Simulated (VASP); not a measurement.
# Co (P6_3/mmc) in VASP: single point with RPBE

Aim: the single point of Co with RPBE.

Everything below comes from runs of VASP 6.6.1. Logs are shortened: lines on timing, memory, paths and dates and some standing lists are left out, and cuts for length are marked.

**1. The cell of the first run**

The structure is hexagonal, space group P6_3/mmc (No. 194). Conventional cell: a = 2.615 Å, b = 2.615 Å, c = 8.486 Å, α = 90.00°, β = 90.00°, γ = 120.00°. Co (site symmetry -3m) has 12 Co at 2.60 to 2.62 Å within 3.4 Å. Co (site symmetry -6m2) has 12 Co at 2.60 to 2.62 Å within 3.4 Å.

**2. Single point, RPBE, collinear spin, ferromagnetic start (12.57 Å³/atom)**

INCAR reads:

```
SYSTEM = Co
ALGO = Normal
EDIFF = 1E-6
ENCUT = 520
GGA = RP
ISIF = 2
ISMEAR = -1
ISPIN = 2
LASPH = .TRUE.
LCHARG = .TRUE.
LELF = .TRUE.
LMAXMIX = 4
LORBIT = 11
LREAL = .FALSE.
LVHAR = .TRUE.
LWAVE = .FALSE.
MAGMOM = 1.748 1.748 1.764 1.764
NBANDS = 30
NELM = 150
PREC = Accurate
SIGMA = 0.05
```

KPOINTS reads:

```
k-points
0
G
  16 16 5
  0 0 0
```

POSCAR reads:

```
Co
1.0
    2.6154899752      0.0000000000      0.0000000000
   -1.3077449876      2.2650807619      0.0000000000
    0.0000000000      0.0000000000      8.4862783407
Co
4
Direct
    1.0000000000      1.0000000000      0.0000000000
    1.0000000000      1.0000000000      0.5000000000
    0.3333333333      0.6666666667      0.2500000000
    0.6666666667      0.3333333333      0.7500000000
```

Potentials or basis: VASP PAW PBE potentials, release 64 (Co).

Command:

```
> cat potpaw_PBE.64/Co/POTCAR > POTCAR
> mpirun -np 1 vasp_std > vasp.out
```

OUTCAR:

```text
SYSTEM = Co
   EDIFF = 1E-6
   ENCUT = 520
   GGA = RP
   ISIF = 2
   ISMEAR = -1
   ISPIN = 2
   LASPH = .TRUE.
   LORBIT = 11
   LREAL = .FALSE.
   NELM = 150
   PREC = Accurate

 ion  position               nearest neighbor table
   1  0.000  0.000  0.000-   3 2.60   4 2.60   4 2.60   3 2.60   4 2.60   3 2.60
   2  0.000  0.000  0.500-   3 2.60   4 2.60   4 2.60   3 2.60   4 2.60   3 2.60
   3  0.333  0.667  0.250-   1 2.60   2 2.60   1 2.60   2 2.60   1 2.60   2 2.60
   4  0.667  0.333  0.750-   1 2.60   2 2.60   1 2.60   2 2.60   1 2.60   2 2.60

  LATTYP: Found a hexagonal cell.
 ALAT       =     2.6154899752
 C/A-ratio  =     3.2446227748

  Lattice vectors:

 A1 = (   2.6154899752,   0.0000000000,   0.0000000000)
 A2 = (  -1.3077449876,   2.2650807619,   0.0000000000)
 A3 = (   0.0000000000,   0.0000000000,   8.4862783407)

Analysis of symmetry for initial positions (statically):
=====================================================================
 Subroutine PRICEL returns:
 Original cell was already a primitive cell.

 Routine SETGRP: Setting up the symmetry group for a
 hexagonal supercell.

 Subroutine GETGRP returns: Found 24 space group operations
 (whereof 12 operations were pure point group operations)
 out of a pool of 24 trial point group operations.

The static configuration has the point symmetry D_3d.
 The point group associated with its full space group is D_6h.

Analysis of symmetry for dynamics (positions and initial velocities):
=====================================================================
 Subroutine PRICEL returns:
 Original cell was already a primitive cell.

 Routine SETGRP: Setting up the symmetry group for a
 hexagonal supercell.

 Subroutine GETGRP returns: Found 24 space group operations
 (whereof 12 operations were pure point group operations)
 out of a pool of 24 trial point group operations.

The dynamic configuration has the point symmetry D_3d.
 The point group associated with its full space group is D_6h.

Analysis of structural, dynamic, and magnetic symmetry:
=====================================================================
 Subroutine PRICEL returns:
 Original cell was already a primitive cell.

 Routine SETGRP: Setting up the symmetry group for a
 hexagonal supercell.

 Subroutine GETGRP returns: Found 24 space group operations
 (whereof 12 operations were pure point group operations)
 out of a pool of 24 trial point group operations.

[... 130 lines left out ...]
   GGA     = RP    functional components
   LHFCALC =     F    Hartree Fock is set to
   AEXX    =    0.0000 exact exchange contribution
   IVDW    =     0    specifies the selected vdW correction
   LEPSILON=     F    determine dielectric tensor
   LRPA    =     F    only Hartree local field effects (RPA)
 spin polarized calculation
  energy-cutoff  :      520.00
  volume of cell :       50.28
 maximum number of plane-waves:      1384
 NGX is ok and might be reduce to    20
   NGX =  9   NGY =  9   NGZ = 31

 number of electron      35.9999986 magnetization       6.9800408

 Free energy of the ion-electron system (eV)
  ---------------------------------------------------
  ext. energy  EPLUGINS =         0.00000000
  ---------------------------------------------------
  free energy    TOTEN  =       -25.73215744 eV

  energy without entropy =      -25.69754500  energy(sigma->0) =      -25.71485122

 E-fermi :   8.5516     XC(G=0): -12.4455

 val. band max:        8.5515676085   @ k =   0.3750  -0.0000   0.0000
 cond. band min:       8.5573597040   @ k =   0.1250  -0.0000   0.2000
 fundamental gap:      0.0057920955
 Fermi energy:         8.5515830268

 spin component 1

 k-point     1 :       0.0000    0.0000    0.0000
  band No.  band energies     occupation
      1       0.4266      1.00000
      2       2.4395      1.00000
      3       2.4671      1.00000
      4       3.9493      1.00000
      5       5.7430      1.00000
      6       5.7655      1.00000
[... 781 lines left out ...]
     29      18.8690      0.00000
     30      20.3603      0.00000

 [... further k-points ...]

 spin component 2

 k-point     1 :       0.0000    0.0000    0.0000
  band No.  band energies     occupation
      1       0.3456      1.00000
      2       2.4390      1.00000
      3       2.4424      1.00000
      4       4.9400      1.00000
      5       7.2139      1.00000
      6       7.2822      1.00000
[... 781 lines left out ...]
     29      19.3366      0.00000
     30      20.7550      0.00000

 [... further k-points ...]

------------------------ aborting loop because EDIFF is reached ----------------------------------------

  FORCE on cell =-STRESS in cart. coord.  units (eV):
  Direction    XX          YY          ZZ          XY          YZ          ZX
  --------------------------------------------------------------------------------------
  -------------------------------------------------------------------------------------
  Total       -5.2474444     -5.2474444     -5.2072988      0.0000000     -0.0000000      0.0000000
  in kB     -167.2262313   -167.2262313   -165.9468660      0.0000000     -0.0000000      0.0000000
  external PRESSURE =    -166.7997762 kB  Pullay stress =       0.0000000 kB

 VOLUME and BASIS-vectors are now :
 -----------------------------------------------------------------------------
  energy-cutoff  :      520.00
  volume of cell :       50.28
      direct lattice vectors                 reciprocal lattice vectors
     2.615489975  0.000000000  0.000000000     0.382337539  0.220742681  0.000000000
    -1.307744988  2.265080762  0.000000000     0.000000000  0.441485362  0.000000000
     0.000000000  0.000000000  8.486278341     0.000000000  0.000000000  0.117837285

 POSITION                                       TOTAL-FORCE (eV/Angst)
 -----------------------------------------------------------------------------------
      0.00000      0.00000      0.00000         0.000000      0.000000     -0.000000
      0.00000      0.00000      4.24314         0.000000      0.000000     -0.000000
     -0.00000      1.51005      2.12157        -0.000000      0.000000      0.000000
      1.30774      0.75503      6.36471         0.000000     -0.000000      0.000000
 -----------------------------------------------------------------------------------
    total drift:                                0.000000     -0.000000      0.000000

  FREE ENERGIE OF THE ION-ELECTRON SYSTEM (eV)
  ---------------------------------------------------
  free  energy   TOTEN  =       -25.7321574386 eV

  energy  without entropy=      -25.6975450001  energy(sigma->0) =      -25.71485122

 total charge

# of ion       s       p       d       tot
------------------------------------------
    1        0.437   0.410   7.178   8.025
    2        0.437   0.410   7.178   8.025
    3        0.436   0.412   7.172   8.020
    4        0.436   0.412   7.172   8.020
--------------------------------------------------
tot          1.745   1.644  28.700  32.088

 magnetization (x)

# of ion       s       p       d       tot
------------------------------------------
    1       -0.012  -0.051   1.854   1.790
    2       -0.012  -0.051   1.854   1.790
    3       -0.012  -0.053   1.868   1.804
    4       -0.012  -0.053   1.868   1.804
--------------------------------------------------
tot         -0.048  -0.207   7.444   7.189
```

It took 4 min on 1 thread of Intel Xeon Platinum 8488C (Sapphire Rapids), shared host; peak memory 0.3 GiB.

Results:

| Item | Value |
| --- | --- |
| Free energy | -25.7322 eV |
| Pressure | -16.7 GPa |
| Net moment | 6.98 μB per cell |
| Site moments | Co +1.79, +1.80 (each value once) μB |
| Valence electrons inside the program's atomic spheres | Co 8.03, 8.02 (each value once) |

Stress tensor (GPa, compression positive):
```
-16.72   0.00   0.00
  0.00 -16.72   0.00
  0.00   0.00 -16.59
```

Caveat: the cell stands under tension; the PAW data sets were made with another functional, which shifts forces and pressure a little.
